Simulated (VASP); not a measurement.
Set up this calculation in VASP 6.6.1, as the native input.

```
Task                   : single point
Functional             : PBE
Potentials or basis    : VASP PAW PBE potentials, release 64 (Hg)
Cutoff                 : 520 eV
k mesh                 : 10 × 10 × 10
Occupations            : fermi-dirac, width 0.1 eV
Spin                   : no spin polarisation
Dipole correction      : no
Further INCAR settings : ALGO = Normal; EDIFF = 1e-06; NBANDS = 12
```

The structure of Hg lies in POSCAR:

```
Hg
1.0
    2.0783995336      1.1999645302      1.9747385792
   -2.0783995336      1.1999645302      1.9747385792
    0.0000000000     -2.3999290604      1.9747385791
Hg
1
Direct
    0.0000000000      1.0000000000      0.0000000000
```

The input as run:

INCAR

```
ALGO     = Normal         # electronic algorithm
EDIFF    = 1E-6           # SCF threshold, eV
ENCUT    = 520            # plane-wave cutoff, eV
GGA      = PE             # functional
ISIF     = 2              # what is computed and relaxed
ISMEAR   = -1             # smearing method
LASPH    = T              # aspherical terms in the spheres
LCHARG   = F              # write CHGCAR
LREAL    = F              # projectors in reciprocal space
LWAVE    = F              # write WAVECAR
NBANDS   = 12             # bands
NELM     = 80             # most SCF steps
PREC     = Accurate       # precision mode
SIGMA    = 0.1            # smearing width, eV
```

KPOINTS

```
k-points
0
Gamma
  10 10 10
```

Potentials or basis: VASP PAW PBE potentials, release 64 (Hg).

Command:

```sh
$ cat potpaw_PBE.64/Hg/POTCAR > POTCAR
$ mpirun -np 1 vasp_std > vasp.out
```

It gave:

```yaml
Pressure: 0.1 GPa
Band_gap_on_the_k_mesh: zero (band 6 reaches 4.26 eV, above the bottom of band 7 at 0.01 eV)
```

Caveat: spin-orbit coupling is left out, which moves the levels of the heavy elements.

Run time: 11 s on 1 thread of Intel(R) Xeon(R) 6975P-C (Granite Rapids), with other jobs on the host, peak memory 0.17 GiB.
